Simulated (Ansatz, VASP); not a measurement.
## One calculation of ZnO, two programs

```
CELL_PARAMETERS angstrom
3.24931 0.00000 0.00000
-1.62465 2.81398 0.00000
0.00000 0.00000 5.20571
ATOMIC_POSITIONS crystal
Zn 0.66667 0.33333 0.00000
Zn 0.33333 0.66667 0.50000
O 0.33333 0.66667 0.87901
O 0.66667 0.33333 0.37901
```

Alike in both runs: task single point; functional PBE; k mesh 9 × 9 × 5; occupations gaussian, width 0.025 eV; no spin polarisation.

|  | VASP | Ansatz |
| --- | --- | --- |
| version | VASP 6.6.1 | Ansatz 0.2.0 |
| potentials or method | VASP PAW PBE potentials, release 64 (Zn, O_h) | Ansatz PAW |
| plane-wave cutoff (eV) | 910 | 420 |
| valence electrons in the cell | 36 | 36 |

Ansatz gave:

* gap on the k mesh at the Fermi level (eV): 0.80
* least direct gap on the mesh (eV): 0.80
* rms of the force components (eV/Å): 0.040

What did VASP give for the same quantities?

gap on the k mesh at the Fermi level (eV): 0.79; least direct gap on the mesh (eV): 0.79; rms of the force components (eV/Å): 0.043.

Atom by atom the forces differ by 0.002 eV/Å (rms over components). With one functional, cell and mesh, what is left measures potentials, basis and numerics.

Noted on VASP's run: the cutoff is short for stress, so the pressure is rough. Noted on Ansatz's run: odd divisions of the mesh miss points on the zone boundary, where band edges often lie, so the gap on the mesh can be too wide.
